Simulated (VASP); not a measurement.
Wanted: the native input for a VASP 6.6.1 run.

```
Task                   : single point
Functional             : PBEsol
Potentials or basis    : VASP PAW PBE potentials, release 64 (Zn, Cu)
Cutoff                 : 520 eV
k mesh                 : 9 × 9 × 9
Occupations            : fermi-dirac, width 0.05 eV
Spin                   : no spin polarisation
Dipole correction      : no
Further INCAR settings : ALGO = Normal; EDIFF = 1e-06; NBANDS = 18
```

The structure of ZnCu lies in POSCAR:

```
ZnCu
1.0
    2.9252343038      0.0000000000      0.0000000000
    0.0000000000      2.9252343038      0.0000000000
    0.0000000000      0.0000000000      2.9252343038
Zn Cu
1 1
Direct
    0.5000000000      0.5000000000      0.5000000000
    0.0000000000      0.0000000000      0.0000000000
```

These files were run (other wordings do the same):

INCAR

```
PREC = Accurate ; ENCUT = 520
EDIFF = 1E-6 ; ISMEAR = -1
SIGMA = 0.05 ; LREAL = F
LASPH = T ; NELM = 100
ALGO = Normal ; ISIF = 2
LWAVE = F ; LCHARG = F
GGA = PS ; NBANDS = 18
```

KPOINTS

```
regular mesh
0
Gamma
  9 9 9
```

Potentials or basis: VASP PAW PBE potentials, release 64 (Zn, Cu).

Command:

```bash
$ cat potpaw_PBE.64/Zn/POTCAR potpaw_PBE.64/Cu/POTCAR > POTCAR
$ mpirun -np 1 vasp_std > vasp.out
```

Results of the run:

The pressure is -1.4 GPa.

Caveat: the PAW data sets were made with another functional, which shifts forces and pressure a little.

Run time: 5.9 s on 1 thread of Intel(R) Xeon(R) Platinum 8559C (Emerald Rapids) (shared host), peak memory 0.14 GiB.
